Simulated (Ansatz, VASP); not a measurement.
## Two plane-wave programs on ZnSe

```
CELL_PARAMETERS angstrom
4.14765 0.00000 0.00000
0.00000 4.14765 0.00000
0.00000 0.00000 5.69553
ATOMIC_POSITIONS crystal
Zn 0.00000 0.00000 0.00000
Zn 0.50000 0.50000 0.00000
Se 0.00000 0.50000 0.21390
Se 0.50000 0.00000 0.78610
```

Alike in both runs: task single point; functional PBEsol; k mesh 8 × 8 × 6; occupations gaussian, width 0.05 eV; no spin polarisation.

```csv
,VASP,Ansatz
version,VASP 6.6.1,Ansatz 0.2.0
potentials or method,"VASP PAW PBE potentials, release 64 (Zn, Se), cutoff 520 eV","scalar-relativistic, plane waves, PAW"
valence electrons in the cell,36,56
```

```csv
,VASP,Ansatz,Ansatz less VASP
gap on the k mesh at the Fermi level (eV),0.98,0.99,+0.008
least direct gap on the mesh (eV),0.98,0.99,+0.008
pressure (GPa),6.3,6.0,-0.33
"traceless stress, the component that is largest in VASP (GPa)",0.92,1.00,+0.081
rms of the force components (eV/Å),0.800,0.773,-0.0268
```

VASP's potentials were made for PBE, not for PBEsol, and Ansatz warns of the same on its side. Atom by atom the forces differ by 0.027 eV/Å (rms over components). With one functional, cell and mesh, what is left measures potentials, basis and numerics. VASP's potentials hold 36 valence electrons a cell and Ansatz's 56, so a difference there can come from the potentials and not from the codes.
